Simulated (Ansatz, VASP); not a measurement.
## Pd: VASP beside Ansatz

```
Pd
1.0
     4.90084    0.00000    0.00000
     0.00000    4.90084    0.00000
     0.00000    0.00000    4.90084
Pd
8
Direct
  0.00000 0.00000 0.00000
  0.50000 0.50000 0.50000
  0.25000 0.00000 0.50000
  0.75000 0.00000 0.50000
  0.50000 0.25000 0.00000
  0.50000 0.75000 0.00000
  0.00000 0.50000 0.25000
  0.00000 0.50000 0.75000
```

Alike in both runs: task relaxation of cell and atoms; functional revPBE; k mesh 5 × 5 × 5; occupations fermi-dirac, width 0.1 eV; no spin polarisation.

|  | VASP | Ansatz |
| --- | --- | --- |
| version | VASP 6.6.1 | Ansatz 0.2.0 |
| potentials or method | VASP PAW PBE potentials, release 64 (Pd), cutoff 600 eV | plane waves (420 eV) with PAW, scalar-relativistic |
| valence electrons in the cell | 80 | 144 |

Ansatz gave:

| Quantity | Value |
| --- | --- |
| relaxed volume (Å³/atom) | 16.12 |
| relaxed length of the cell vector where the two differ most in proportion (Å) | 5.052 |

Q: Which values does VASP return?

A: Relaxed volume (Å³/atom): 16.09; relaxed length of the cell vector where the two differ most in proportion (Å): 5.049.

VASP's potentials were made for PBE, not for revPBE. VASP's potentials hold 80 valence electrons a cell and Ansatz's 144, so a difference there can come from the potentials and not from the codes.
